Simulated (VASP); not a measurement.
Write the native input for VASP 6.6.1 that does the following.

```yaml
Task: relaxation of cell and atoms
Functional: PBEsol
Potentials_or_basis: VASP PAW PBE potentials, release 64 (Zn, O)
Cutoff: 600 eV
k_mesh: 9 × 9 × 6
Occupations: gaussian, width 0.02 eV
Spin: no spin polarisation
Dipole_correction: no
Further_INCAR_settings: ALGO = Normal; EDIFF = 1e-06; IBRION = 2; EDIFFG = -0.005; NSW = 100; ISIF = 3
```

The structure of ZnO lies in POSCAR:

```
ZnO
1.0
    3.2493987239      0.0000000000      0.0000000000
   -1.6246993619      2.8140618419      0.0000000000
    0.0000000000      0.0000000000      5.2038000000
Zn O
2 2
Direct
    0.3333333333      0.6666666667      0.0000000000
    0.6666666667      0.3333333333      0.5000000000
    0.3333333333      0.6666666667      0.3821000000
    0.6666666667      0.3333333333      0.8821000000
```

One way to write it, as run:

INCAR

```
SYSTEM = ZnO
ALGO     = Normal         ! electronic algorithm
EDIFF    = 1E-6           ! SCF threshold, eV
EDIFFG   = -0.005         ! ionic threshold
ENCUT    = 600            ! plane-wave cutoff, eV
GGA      = PS             ! functional
IBRION   = 2              ! ionic algorithm
ISIF     = 3              ! what is computed and relaxed
ISMEAR   = 0              ! smearing method
LASPH    = .True.         ! aspherical terms in the spheres
LCHARG   = .False.        ! write CHGCAR
LREAL    = .False.        ! projectors in reciprocal space
LWAVE    = .False.        ! write WAVECAR
NELM     = 60             ! most SCF steps
NSW      = 100            ! ionic steps
PREC     = Accurate       ! precision mode
SIGMA    = 0.02           ! smearing width, eV
```

KPOINTS

```
k-points
0
Gamma
  9 9 6
  0 0 0
```

Potentials or basis: VASP PAW PBE potentials, release 64 (Zn, O).

The run is started by

```console
$ cat potpaw_PBE.64/Zn/POTCAR potpaw_PBE.64/O/POTCAR > POTCAR
$ mpirun -np 1 vasp_std > vasp.out
```

Results of the run:

```json
{"Relaxed volume": "11.84 Å³/atom", "Relaxed cell": "a = 3.236 Å, b = 3.236 Å, c = 5.224 Å, α = 90.00°, β = 90.00°, γ = 120.00°", "Space group after relaxing (to 0.05 Å)": "P6_3mc (No. 186)", "Energy gained by relaxing": "0.3 meV/atom", "Ionic steps": "9", "Pressure after relaxing": "0.0 GPa", "Largest force after relaxing": "0.004 eV/Å", "Band gap on the k mesh": "0.68 eV, direct"}
```

Caveat: the PAW data sets were made with another functional, which shifts forces and pressure a little.

It took 3.5 min on 1 thread of Intel(R) Xeon(R) Platinum 8488C (Sapphire Rapids) (shared host), peak memory 0.21 GiB.
